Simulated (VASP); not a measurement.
A run of VASP 6.6.1:

The input INCAR:

```
ALGO = Normal
EDIFF = 1E-6
ENCUT = 520
GGA = PE
ISIF = 2
ISMEAR = -1
LASPH = True
LCHARG = True
LELF = True
LREAL = Auto
LVHAR = True
LWAVE = False
NBANDS = 38
NELM = 100
PREC = Accurate
SIGMA = 0.16
```

Contents of KPOINTS:

```
k-points
0
Gamma
  2 2 2
```

Contents of POSCAR:

```
Li
1.0
    7.0944470000      0.0000000000      0.0000000000
    0.0000000000      7.0944470000      0.0000000000
    0.0000000000      0.0000000000      7.0944470000
Li
16
Direct
    0.0572983349     -0.1965903755     -0.0134189458
    0.6372307806     -0.1720359600     -0.0679545566
    0.1052936191      0.2955551011     -0.0013813621
    0.0101346870     -0.2366498756      0.5605792812
    0.5103709986      0.1923335251      0.0463320115
    0.7751696503      0.5059872884     -0.1920234234
    0.2846592553     -0.0345904339      0.3015879885
    0.8655924838      0.0355489300      0.2708315391
    0.1272262658      0.3064086602      0.4769363983
    0.4060076846      0.5715033180      0.1625073808
    0.3278902499      0.0033406409      0.7483458542
    0.5374344188      0.2630649013      0.4781486140
    0.8275345492      0.5431431090      0.2485183130
    0.8842831584      0.0969772556      0.7451884551
    0.3210398217      0.4827860438      0.7541814041
    0.5749849143      0.7607781128      0.5363067763
```

Potentials or basis: VASP PAW PBE potentials, release 64 (Li_sv).

Command:

```console
$ cat potpaw_PBE.64/Li_sv/POTCAR > POTCAR
$ mpirun -np 1 vasp_std > vasp.out
```

Hardware: 1 thread of Intel(R) Xeon(R) 6975P-C (Granite Rapids) (shared host).

Question: Estimate the wall time of this run.

Answer: Run time: 74 s on 1 thread of Intel(R) Xeon(R) 6975P-C (Granite Rapids), with other jobs on the host, peak memory 0.37 GiB. Counts: scf iterations 13, k points 8.
